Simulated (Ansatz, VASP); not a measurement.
TaN in VASP and in Ansatz

```
CELL_PARAMETERS angstrom
2.90387 0.00000 0.00000
-1.45193 2.51482 0.00000
0.00000 0.00000 2.85378
ATOMIC_POSITIONS crystal
Ta 0.00000 0.00000 0.00000
N 0.33333 0.66667 0.50000
```

Alike in both runs: functional PBEsol; dispersion D3(BJ); k mesh 18 × 18 × 14; occupations gaussian, width 0.1 eV; no spin polarisation.

Ansatz relaxed the structure, and its values are those at the end. VASP's run is a single point on that final structure, the one shown.

|  | VASP | Ansatz |
| --- | --- | --- |
| version | VASP 6.6.1 | Ansatz 0.2.0 |
| potentials or method | VASP PAW PBE potentials, release 64 (Ta_sv_GW, N), cutoff 600 eV | scalar-relativistic, plane waves, PAW |
| valence electrons in the cell | 18 | 18 |

Ansatz gave:

| Property | Result |
| --- | --- |
| gap on the k mesh at the Fermi level (eV) | none |
| pressure (GPa) | 0.0 |

**Question.** Which values does VASP return?

**Answer.** gap on the k mesh at the Fermi level (eV): none; pressure (GPa): 0.2.

VASP's potentials were made for PBE, not for PBEsol, and Ansatz warns of the same on its side. A gap of «none» marks a metal or a gap that the smearing closes.

Neither program's run includes spin-orbit coupling.
